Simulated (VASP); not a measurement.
# RbCl (rocksalt type) (Fm-3m) in VASP: notebook, part 2 of 2

VASP 6.6.1. Earlier steps stand in the parts before.

### 4 Density of states, PBE

This run uses another cell than the first one, of 37.56 Å³/atom, 0.976 times its volume.

POSCAR

```
RbCl
1.0
    0.0000000000      3.3489618109      3.3489618109
    3.3489618109      0.0000000000      3.3489618109
    3.3489618109      3.3489618109      0.0000000000
Rb Cl
1 1
Direct
    0.0000000000      0.0000000000      0.0000000000
    0.5000000000      0.5000000000      0.5000000000
```

INCAR.step1

```
ALGO = Normal
EDIFF = 1E-6
ENCUT = 400
GGA = PE
GGA_COMPAT = False
ISIF = 2
ISMEAR = -1
LASPH = True
LCHARG = True
LORBIT = 11
LREAL = False
LWAVE = False
NBANDS = 15
NEDOS = 2001
NELM = 120
PREC = Accurate
SIGMA = 0.05
```

KPOINTS.step1

```
k-points
0
Gamma
  10 10 10
```

INCAR.step2

```
ALGO = Normal
EDIFF = 1E-6
ENCUT = 400
GGA = PE
GGA_COMPAT = False
ICHARG = 11
ISIF = 2
ISMEAR = -5
LASPH = True
LCHARG = False
LORBIT = 11
LREAL = False
LWAVE = False
NBANDS = 15
NEDOS = 1001
NELM = 120
PREC = Accurate
SIGMA = 0.05
```

KPOINTS.step2

```
k-points
0
Gamma
  15 15 15
```

Potentials or basis: VASP PAW PBE potentials, release 64 (Rb_sv, Cl).

Run with:

```
cat potpaw_PBE.64/Rb_sv/POTCAR potpaw_PBE.64/Cl/POTCAR > POTCAR
cp INCAR.step1 INCAR
cp KPOINTS.step1 KPOINTS
mpirun -np 1 vasp_std > vasp.out
cp INCAR.step2 INCAR
cp KPOINTS.step2 KPOINTS
mpirun -np 1 vasp_std > vasp.out
```

OUTCAR:

```text
EDIFF = 1E-6
   ENCUT = 400
   GGA = PE
   ICHARG = 11
   ISIF = 2
   ISMEAR = -5
   LASPH = True
   LORBIT = 11
   LREAL = False
   NELM = 120
   PREC = Accurate

 ion  position               nearest neighbor table
   1  0.000  0.000  0.000-   2 3.35   2 3.35   2 3.35   2 3.35   2 3.35   2 3.35
   2  0.500  0.500  0.500-   1 3.35   1 3.35   1 3.35   1 3.35   1 3.35   1 3.35

  LATTYP: Found a face centered cubic cell.
 ALAT       =     6.6979236218

  Lattice vectors:

 A1 = (   0.0000000000,   3.3489618109,   3.3489618109)
 A2 = (   3.3489618109,   0.0000000000,   3.3489618109)
 A3 = (   3.3489618109,   3.3489618109,   0.0000000000)

Analysis of symmetry for initial positions (statically):
=====================================================================
 Subroutine PRICEL returns:
 Original cell was already a primitive cell.

 Routine SETGRP: Setting up the symmetry group for a
 face centered cubic supercell.

 Subroutine GETGRP returns: Found 48 space group operations
 (whereof 48 operations were pure point group operations)
 out of a pool of 48 trial point group operations.

[... 589 lines left out ...]
      4     -10.1856      2.00000
      5     -10.1513      2.00000
      6      -2.4118      2.00000
      7      -2.1239      2.00000
      8      -2.1153      2.00000
      9       3.5236      0.00000
     10       5.3058      0.00000
     11       6.5406      0.00000
     12       6.5712      0.00000
     13       7.1033      0.00000
     14       7.5616      0.00000
     15      11.2393      0.00000

 [... further k-points ...]

------------------------ aborting loop because EDIFF is reached ----------------------------------------

  FORCE on cell =-STRESS in cart. coord.  units (eV):
  Direction    XX          YY          ZZ          XY          YZ          ZX
  --------------------------------------------------------------------------------------
  -------------------------------------------------------------------------------------
  Total        0.0021136      0.0021136      0.0021136      0.0000000      0.0000000      0.0000000
  in kB        0.0450779      0.0450779      0.0450779      0.0000000      0.0000000      0.0000000
  external PRESSURE =       0.0450779 kB  Pullay stress =       0.0000000 kB

 VOLUME and BASIS-vectors are now :
 -----------------------------------------------------------------------------
  energy-cutoff  :      400.00
  volume of cell :       75.12
      direct lattice vectors                 reciprocal lattice vectors
     0.000000000  3.348961811  3.348961811    -0.149300000  0.149300000  0.149300000
     3.348961811  0.000000000  3.348961811     0.149300000 -0.149300000  0.149300000
     3.348961811  3.348961811  0.000000000     0.149300000  0.149300000 -0.149300000

 POSITION                                       TOTAL-FORCE (eV/Angst)
 -----------------------------------------------------------------------------------
      0.00000      0.00000      0.00000        -0.000000      0.000000     -0.000000
      3.34896      3.34896      3.34896         0.000000     -0.000000      0.000000
 -----------------------------------------------------------------------------------
    total drift:                                0.000000     -0.000000     -0.000000

  FREE ENERGIE OF THE ION-ELECTRON SYSTEM (eV)
  ---------------------------------------------------
  free  energy   TOTEN  =        -6.6759562359 eV

  energy  without entropy=       -6.6759562359  energy(sigma->0) =       -6.67595624

 total charge

# of ion       s       p       d       tot
------------------------------------------
    1        1.938   5.357   0.020   7.315
    2        1.589   3.555   0.000   5.143
--------------------------------------------------
tot          3.527   8.911   0.020  12.458
```

OSZICAR.step1:

```text
N       E                     dE             d eps       ncg     rms          rms(c)
DAV:   1     0.730986536406E+02    0.73099E+02   -0.58684E+03  1410   0.749E+02
DAV:   2    -0.224862491569E+01   -0.75347E+02   -0.69283E+02  2049   0.154E+02
DAV:   3    -0.693844971554E+01   -0.46898E+01   -0.46711E+01  1866   0.396E+01
DAV:   4    -0.705534968678E+01   -0.11690E+00   -0.11688E+00  2133   0.624E+00
DAV:   5    -0.705613263766E+01   -0.78295E-03   -0.78295E-03  1894   0.484E-01    0.292E+00
DAV:   6    -0.668392943757E+01    0.37220E+00   -0.51683E-01  1781   0.343E+00    0.221E+00
DAV:   7    -0.665959397514E+01    0.24335E-01   -0.12181E-01  1914   0.180E+00    0.136E+00
DAV:   8    -0.667414054546E+01   -0.14547E-01   -0.17818E-02  1752   0.804E-01    0.183E-01
DAV:   9    -0.667529604924E+01   -0.11555E-02   -0.16289E-03  1907   0.209E-01    0.104E-01
DAV:  10    -0.667592965152E+01   -0.63360E-03   -0.54585E-04  1515   0.144E-01    0.158E-02
DAV:  11    -0.667594824727E+01   -0.18596E-04   -0.31109E-05  1788   0.346E-02    0.138E-02
DAV:  12    -0.667595400678E+01   -0.57595E-05   -0.14511E-05  1508   0.206E-02    0.454E-03
DAV:  13    -0.667595386351E+01    0.14328E-06   -0.26746E-07  1615   0.347E-03
   1 F= -.66759539E+01 E0= -.66759539E+01  d E =-.105584E-09
```

It took 52 s on 1 thread of AMD EPYC 9R14 (Zen 4), shared host; peak memory 0.18 GiB.

What came out:

```yaml
Valence_electrons_inside_the_program's_atomic_spheres: Rb 7.32; Cl 5.14
```

### 5 Summary

```tsv
task	cell	k mesh for the DOS	occupations for the DOS	gap on the mesh (eV)	pressure (GPa)
electric field gradients	a = 4.775 Å, angles 60.0°, 2 atoms	-	-	4.76	-0.3
electric field gradients	a = 4.814 Å, angles 60.0°, 2 atoms	-	-	4.69	-0.6
density of states	a = 4.736 Å, angles 60.0°, 2 atoms	15 × 15 × 15	tetrahedron	-	-
```

Alike in all rows: level PBE; potentials or basis VASP PAW PBE potentials, release 64 (Rb_sv, Cl); no spin polarisation; k mesh 10 × 10 × 10; cutoff (eV) 400; smearing fermi-dirac 0.05 eV.

Absolute energies hang on the potentials; compare differences alone.
